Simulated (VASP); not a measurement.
Runs of VASP 6.6.1 on Cs2Mg. The structure is that of space group Fm-3m (No. 225), or close to it. The cells are those of the table. 

```tsv
task	cell	k mesh	cutoff (eV)	gap on the mesh (eV)	pressure (GPa)	relaxed volume (Å³/atom)
relaxation of cell and atoms	relaxed from a = 6.925 Å, angles 60.0°, 3 atoms	8 × 8 × 8	600	none	0.0	79.42
single point	a = 6.925 Å, angles 60.0°, 3 atoms	4 × 4 × 4	520	none	0.0	-
single point	a = 6.960 Å, angles 60.0°, 3 atoms	8 × 8 × 8	520	none	0.0	-
single point	a = 5.333 Å, angles 60.0°, 3 atoms	4 × 4 × 4	520	none	(a)	-
relaxation of cell and atoms	relaxed from a = 5.333 Å, angles 60.0°, 3 atoms	4 × 4 × 4	600	none	0.0	78.60
```

Alike in all rows: level PBE; potentials or basis VASP PAW PBE potentials, release 64 (Cs_sv, Mg); no spin polarisation; smearing gaussian 0.1 eV.

**Question.** Fill in the values left out.

**Answer.** (a) 11.1.

Caveats: some runs use coarse meshes; spin-orbit coupling is left out, which moves the levels of the heavy elements; the volume moved by over 15 % at a fixed basis, so the end points are rough (some runs).

A k mesh can miss the band edges, and the runs leave out spin-orbit coupling on Cs.

A gap of «none» marks levels without a gap at the run's occupations.
